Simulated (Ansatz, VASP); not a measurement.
# BeS in VASP and in Ansatz

```
Be S
1.0
     0.00000    2.38863    2.42500
     2.38863    0.00000    2.42500
     2.38863    2.38863    0.00000
Be S
1 1
Direct
  0.00000 0.00000 0.00000
  0.75000 0.75000 0.75000
```

Change from the starting cell: strain -0.015 along x and y, +0.000 along z, atoms carried along.

Alike in both runs: task single point; functional r2SCAN; k mesh 8 × 8 × 8; occupations gaussian, width 0.05 eV; no spin polarisation.

```csv
,VASP,Ansatz
version,VASP 6.6.1,Ansatz 0.2.0
potentials or method,"VASP PAW PBE potentials, release 64 (Be, S), cutoff 520 eV","scalar-relativistic, plane waves, PAW"
valence electrons in the cell,8,8
```

|  | VASP | Ansatz | Ansatz less VASP |
| --- | --- | --- | --- |
| gap on the k mesh at the Fermi level (eV) | 3.43 | 3.42 | -0.009 |
| least direct gap on the mesh (eV) | 6.20 | 6.17 | -0.031 |
| pressure (GPa) | 4.7 | 4.4 | -0.29 |
| traceless stress, the component that is largest in VASP (GPa) | -1.06 | -1.08 | -0.016 |

VASP's potentials were made for PBE, not for r2SCAN.
